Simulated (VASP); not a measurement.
# H (Immm) in VASP: single point with PBE

Aim: the single point of H with PBE.

Program: VASP 6.6.1. These are calculated values, not measurements. Logs are shortened: lines on timing, memory, paths and dates and some standing lists are left out, and cuts for length are marked.

## 1. The cell of the first run

The structure is orthorhombic, space group Immm (No. 71). The conventional cell has a = 3.344 Å, b = 3.743 Å, c = 4.324 Å, α = 90.00°, β = 90.00°, γ = 90.00°. Within 1.7 Å of H (site symmetry mm2) lie 1 H at 1.30 Å.

## 2. Single point, PBE (strained and its atoms moved)

INCAR reads:

```
SYSTEM = H
PREC = Accurate
ENCUT = 520
EDIFF = 1E-6
ISMEAR = 0
SIGMA = 0.02
LREAL = .FALSE.
LASPH = .TRUE.
NELM = 60
ALGO = Normal
ISIF = 2
LWAVE = .FALSE.
LCHARG = .TRUE.
GGA = PE
LELF = .TRUE.
LVHAR = .TRUE.
NBANDS = 8
```

KPOINTS reads:

```
regular mesh
0
G
  10 10 10
  0 0 0
```

POSCAR reads:

```
H
1.0
   -1.8716828911      1.6718788395      2.1619123080
    1.8716828911     -1.6718788395      2.1619123080
    1.8716828911      1.6718788395     -2.1619123080
H
2
Direct
    0.8491376947      0.8491376947      0.0000000000
    0.1508623053      0.1508623053      0.0000000000
```

Potentials or basis: VASP PAW PBE potentials, release 64 (H).

Started as:

```sh
$ cat potpaw_PBE.64/H/POTCAR > POTCAR
$ mpirun -np 1 vasp_std > vasp.out
```

OUTCAR:

```text
SYSTEM = H
   PREC = Accurate
   ENCUT = 520
   EDIFF = 1E-6
   ISMEAR = 0
   LREAL = .FALSE.
   LASPH = .TRUE.
   NELM = 60
   ISIF = 2
   GGA = PE

 ion  position               nearest neighbor table
   1  0.849  0.849  0.000-
   2  0.151  0.151  0.000-

  LATTYP: Found a body centered orthorhombic cell.
 ALAT       =     3.3437576790
 B/A-ratio  =     1.1195086910
 C/A-ratio  =     1.2931034576

  Lattice vectors:

 A1 = (   1.8716828911,  -1.6718788395,  -2.1619123080)
 A2 = (  -1.8716828911,   1.6718788395,  -2.1619123080)
 A3 = (   1.8716828911,   1.6718788395,   2.1619123080)

Analysis of symmetry for initial positions (statically):
=====================================================================
 Subroutine PRICEL returns:
 Original cell was already a primitive cell.

 Routine SETGRP: Setting up the symmetry group for a
 body centered orthorhombic supercell.

 Subroutine GETGRP returns: Found  8 space group operations
 (whereof  8 operations were pure point group operations)
 out of a pool of  8 trial point group operations.

The static configuration has the point symmetry D_2h.

Analysis of symmetry for dynamics (positions and initial velocities):
=====================================================================
 Subroutine PRICEL returns:
 Original cell was already a primitive cell.

 Routine SETGRP: Setting up the symmetry group for a
 body centered orthorhombic supercell.

 Subroutine GETGRP returns: Found  8 space group operations
 (whereof  8 operations were pure point group operations)
 out of a pool of  8 trial point group operations.

The dynamic configuration has the point symmetry D_2h.

 Subroutine INISYM returns: Found  8 space group operations
 (whereof  8 operations are pure point group operations),
 and found     1 'primitive' translations

----------------------------------------------------------------------------------------

                                     Primitive cell

  volume of cell :      27.0605

  direct lattice vectors                    reciprocal lattice vectors
    -1.871682891  1.671878839  2.161912308     0.000000000  0.299064734  0.231276726
     1.871682891 -1.671878839  2.161912308     0.267139269  0.000000000  0.231276726
     1.871682891  1.671878839 -2.161912308     0.267139269  0.299064734  0.000000000

  length of vectors
     3.312437249  3.312437249  3.312437249     0.378059041  0.353344468  0.401002624

  position of ions in fractional coordinates (direct lattice)
     0.849137695  0.849137695  0.000000000
     0.150862305  0.150862305  0.000000000

  ion indices of the primitive-cell ions
   primitive index   ion index
                 1           1
                 2           2

----------------------------------------------------------------------------------------

 KPOINTS: regular mesh

Automatic generation of k-mesh.
 Grid dimensions read from file:
 generate k-points for:   10   10   10

 Generating k-lattice:

  Cartesian coordinates                     Fractional coordinates (reciprocal lattice)
     0.000000000  0.029906473  0.023127673     0.100000000  0.000000000 -0.000000000
     0.026713927  0.000000000  0.023127673     0.000000000  0.100000000  0.000000000
     0.026713927  0.029906473  0.000000000    -0.000000000  0.000000000  0.100000000

  Length of vectors
     0.037805904  0.035334447  0.040100262

  Shift w.r.t. Gamma in fractional coordinates (k-lattice)
     0.000000000  0.000000000  0.000000000

 Subroutine IBZKPT returns following result:
 ===========================================

 Found    171 irreducible k-points:

 Following reciprocal coordinates:
            Coordinates               Weight
  0.000000  0.000000  0.000000      1.000000
  0.100000  0.000000 -0.000000      4.000000
  0.200000  0.000000 -0.000000      4.000000
  0.300000  0.000000  0.000000      4.000000
  0.400000  0.000000 -0.000000      4.000000
  0.500000  0.000000 -0.000000      2.000000
[... 16 lines left out ...]
 -0.400000  0.200000  0.000000      8.000000
 -0.300000  0.200000 -0.000000      8.000000
 [... further k-points ...]
   k-points           NKPTS =    171   k-points in BZ     NKDIM =    171   number of bands    NBANDS=      8
   number of dos      NEDOS =    301   number of ions     NIONS =      2
   total plane-waves  NPLWV =  21952
   dimension x,y,z NGX =    28 NGY =   28 NGZ =   28
   dimension x,y,z NGXF=    56 NGYF=   56 NGZF=   56
   ions per type =               2
   NGX,Y,Z   is equivalent  to a cutoff of  14.05, 14.05, 14.05 a.u.
   NGXF,Y,Z  is equivalent  to a cutoff of  28.11, 28.11, 28.11 a.u.
 SYSTEM =  H
   PREC   = accura    normal or accurate (medium, high low for compatibility)
   ISTART =      0    job   : 0-new  1-cont  2-samecut
   ICHARG =      2    charge: 1-file 2-atom 10-const
   ISPIN  =      1    spin polarized calculation?
   LNONCOLLINEAR =      F non collinear calculations
   LSORBIT =      F    spin-orbit coupling
   LASPH  =      T    aspherical Exc in radial PAW
   ENCUT  =  520.0 eV  38.22 Ry    6.18 a.u.   6.16  6.16  6.16*2*pi/ulx,y,z
   NELM   =     60;   NELMIN=  2; NELMDL= -5     # of ELM steps
   EDIFF  = 0.1E-05   stopping-criterion for ELM
   LREAL  =      F    real-space projection
   EDIFFG = 0.1E-04   stopping-criterion for IOM
   NSW    =      0    number of steps for IOM
   IBRION =     -1    ionic relax: 0-MD 1-quasi-New 2-CG
   NFREE  =      0    steps in history (QN), initial steepest desc. (CG)
   ISIF   =      2    stress and relaxation
   ISYM   =      2    0-nonsym 1-usesym 2-fastsym
   POTIM  = 0.5000    time-step for ionic-motion
   TEBEG  =    0.0;   TEEND  =   0.0 temperature during run
   PSTRESS=    0.0 pullay stress
   NELECT =       2.0000    total number of electrons
   NUPDOWN=      -1.0000    fix difference up-down
   EMIN   =  10.00;   EMAX   =-10.00  energy-range for DOS
   EFERMI =   0.00;   METHOD = LEGACY
   ISMEAR =     0;   SIGMA  =   0.02  broadening in eV -4-tet -1-fermi 0-gaus
   EFERMI_NEDOS =   21; number of points for ismear=-14 and -15
   IALGO  =     38    algorithm
   IMIX   =      4    mixing-type and parameters
     AMIX     =   0.40;   BMIX     =  1.00
     AMIX_MAG =   1.60;   BMIX_MAG =  1.00
  volume/ion in A,a.u.               =      13.53        91.31
  Fermi-wavevector in a.u.,A,eV,Ry     =   0.687026  1.298291  6.422013  0.472005
  Thomas-Fermi vector in A             =   1.767423
   LORBIT       =      0    0 simple, 1 ext, 2 COOP (PROOUT), +10 PAW based schemes
   GGA     = PE    functional components
   LHFCALC =     F    Hartree Fock is set to
   AEXX    =    0.0000 exact exchange contribution
   IVDW    =     0    specifies the selected vdW correction
   LEPSILON=     F    determine dielectric tensor
   LRPA    =     F    only Hartree local field effects (RPA)
 non-spin polarized calculation
 Gauss-broadening in eV      SIGMA  =   0.02
  energy-cutoff  :      520.00
  volume of cell :       27.06
 maximum number of plane-waves:       745
 NGX is ok and might be reduce to    28
   NGX = 13   NGY = 13   NGZ = 13

 number of electron       1.9999999 magnetization

 Free energy of the ion-electron system (eV)
  ---------------------------------------------------
  ext. energy  EPLUGINS =         0.00000000
  ---------------------------------------------------
  free energy    TOTEN  =        -4.74997373 eV

  energy without entropy =       -4.74997373  energy(sigma->0) =       -4.74997373

 E-fermi :  -5.4830     XC(G=0):  -5.6542

 val. band max:       -5.6204369229   @ k =   0.5000   0.5000   0.5000
 cond. band min:      -2.1406104474   @ k =   0.0000   0.5000  -0.0000
 fundamental gap:      3.4798264754
 Fermi energy:        -5.4829636221

 k-point     1 :       0.0000    0.0000    0.0000
  band No.  band energies     occupation
      1      -9.1058      2.00000
      2       2.4324      0.00000
      3       7.1976      0.00000
      4      13.4164      0.00000
      5      13.5639      0.00000
      6      15.2665      0.00000
      7      15.7938      0.00000
      8      16.4250      0.00000

 k-point     2 :       0.1000    0.0000   -0.0000
  band No.  band energies     occupation
      1      -8.9504      2.00000
      2       2.0744      0.00000
      3       7.2410      0.00000
      4      12.1372      0.00000
      5      13.1779      0.00000
      6      14.9707      0.00000
      7      15.6564      0.00000
      8      16.5480      0.00000

 k-point     3 :       0.2000    0.0000   -0.0000
  band No.  band energies     occupation
      1      -8.5018      2.00000
      2       1.1509      0.00000
      3       7.2266      0.00000
      4      10.8301      0.00000
      5      11.1500      0.00000
      6      14.5978      0.00000
      7      14.8560      0.00000
      8      16.9929      0.00000

 k-point     4 :       0.3000    0.0000    0.0000
  band No.  band energies     occupation
      1      -7.8259      2.00000
      2      -0.0559      0.00000
      3       7.0395      0.00000
      4       9.1573      0.00000
      5      10.5350      0.00000
      6      13.2687      0.00000
      7      14.3430      0.00000
      8      17.4648      0.00000

 k-point     5 :       0.4000    0.0000   -0.0000
  band No.  band energies     occupation
      1      -7.1025      2.00000
      2      -1.1912      0.00000
      3       6.8023      0.00000
      4       8.2127      0.00000
      5      10.2490      0.00000
      6      12.3223      0.00000
      7      14.3858      0.00000
      8      16.3072      0.00000
[... 177 lines left out ...]
 k-point    22 :       0.5000    0.2000    0.0000
  band No.  band energies     occupation
      1      -6.7822      2.00000
      2      -0.9207      0.00000
      3       4.3250      0.00000
      4       7.3268      0.00000
      5      10.2050      0.00000
      6      13.3666      0.00000
      7      15.9974      0.00000
      8      17.7664      0.00000

 k-point    23 :      -0.4000    0.2000    0.0000
  band No.  band energies     occupation
      1      -7.3733      2.00000
      2       0.1034      0.00000
      3       4.4632      0.00000
      4       8.1580      0.00000
      5      10.0822      0.00000
      6      14.0365      0.00000
      7      15.0324      0.00000
      8      16.5006      0.00000

 k-point    24 :      -0.3000    0.2000   -0.0000
  band No.  band energies     occupation
      1      -8.0015      2.00000
      2       1.1464      0.00000
      3       4.7835      0.00000
      4       9.7836      0.00000
      5      10.4329      0.00000
      6      13.0227      0.00000
      7      15.2743      0.00000
      8      16.8598      0.00000

 [... further k-points ...]
[... 5 lines left out ...]
  --------------------------------------------------------------------------------------
  -------------------------------------------------------------------------------------
  Total       -0.0774605     -0.0052581     -5.7563377      0.0000000      0.0000000      0.0000000
  in kB       -4.5862310     -0.3113196   -340.8173607      0.0000000      0.0000000      0.0000000
  external PRESSURE =    -115.2383037 kB  Pullay stress =       0.0000000 kB

 VOLUME and BASIS-vectors are now :
 -----------------------------------------------------------------------------
  energy-cutoff  :      520.00
  volume of cell :       27.06
      direct lattice vectors                 reciprocal lattice vectors
    -1.871682891  1.671878839  2.161912308     0.000000000  0.299064734  0.231276726
     1.871682891 -1.671878839  2.161912308     0.267139269  0.000000000  0.231276726
     1.871682891  1.671878839 -2.161912308     0.267139269  0.299064734  0.000000000

 POSITION                                       TOTAL-FORCE (eV/Angst)
 -----------------------------------------------------------------------------------
      0.00000      0.00000      3.67152         0.000000      0.000000      4.411734
      0.00000      0.00000      0.65230        -0.000000     -0.000000     -4.411734
 -----------------------------------------------------------------------------------
    total drift:                               -0.000000      0.000000     -0.000000

  FREE ENERGIE OF THE ION-ELECTRON SYSTEM (eV)
  ---------------------------------------------------
  free  energy   TOTEN  =        -4.7499737279 eV

  energy  without entropy=       -4.7499737279  energy(sigma->0) =       -4.74997373
```

Run time: 26 s. Hardware: 1 thread of Intel Xeon 6975P-C, shared host; peak memory 0.16 GiB.

What came out:

```
Free energy            : -4.7500 eV
Pressure               : -11.5 GPa
Largest force          : 4.412 eV/Å
Band gap on the k mesh : 3.48 eV, indirect (least direct gap 3.81 eV)
```

Forces on the atoms (eV/Å):
```
H    0.000  0.000  4.412
H    0.000  0.000 -4.412
```

Stress tensor (GPa, compression positive):
```
 -0.46   0.00   0.00
  0.00  -0.03   0.00
  0.00   0.00 -34.08
```

Levels at points of the mesh, in eV from the valence-band top:
| k point | band 1 | band 2 | band 3 | band 4 | band 5 |
| --- | --- | --- | --- | --- | --- |
| (0.00, 0.00, 0.00) | -3.49 | 8.05 | 12.82 | 19.04 | 19.18 |
| (0.50, 0.00, 0.00) | -1.13 | 3.92 | 12.32 | 13.53 | 15.80 |
| (0.00, 0.50, 0.00) | -1.42 | 3.48 | 12.99 | 14.48 | 17.40 |
| (0.50, 0.50, 0.00) | -1.13 | 6.30 | 7.52 | 13.22 | 15.31 |
| (0.50, 0.50, 0.50) | 0.00 | 3.81 | 10.70 | 11.30 | 13.69 |

Caveat: the cell differs from its parent crystal (strained and its atoms moved); forces of over 1 eV/Å act on the atoms, so gaps and moduli don't describe the material at rest. A k mesh can miss the band edges.
